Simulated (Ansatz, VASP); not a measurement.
## Y in VASP and in Ansatz

```
CELL_PARAMETERS angstrom
3.69540 0.00000 0.00000
-1.84770 3.20031 0.00000
0.00000 0.00000 5.80601
ATOMIC_POSITIONS crystal
Y 0.33333 0.66667 0.25000
Y 0.66667 0.33333 0.75000
```

Alike in both runs: task single point; functional PBE; k mesh 9 × 9 × 5; no spin polarisation.

```csv
,VASP,Ansatz
version,VASP 6.6.1,Ansatz 0.2.0
potentials or method,"VASP PAW PBE potentials, release 64 (Y_sv), cutoff 520 eV","plane waves, PAW"
occupations,"methfessel-paxton of order 1, width 0.1 eV",cold
valence electrons in the cell,22,22
```

Ansatz gave:

| Quantity | Value |
| --- | --- |
| pressure (GPa) | -1.6 |
| traceless stress, the component that is largest in VASP (GPa) | -0.47 |

**Question.** Estimate VASP's values.

**Answer.** Pressure (GPa): -1.8; traceless stress, the component that is largest in VASP (GPa): -0.41.
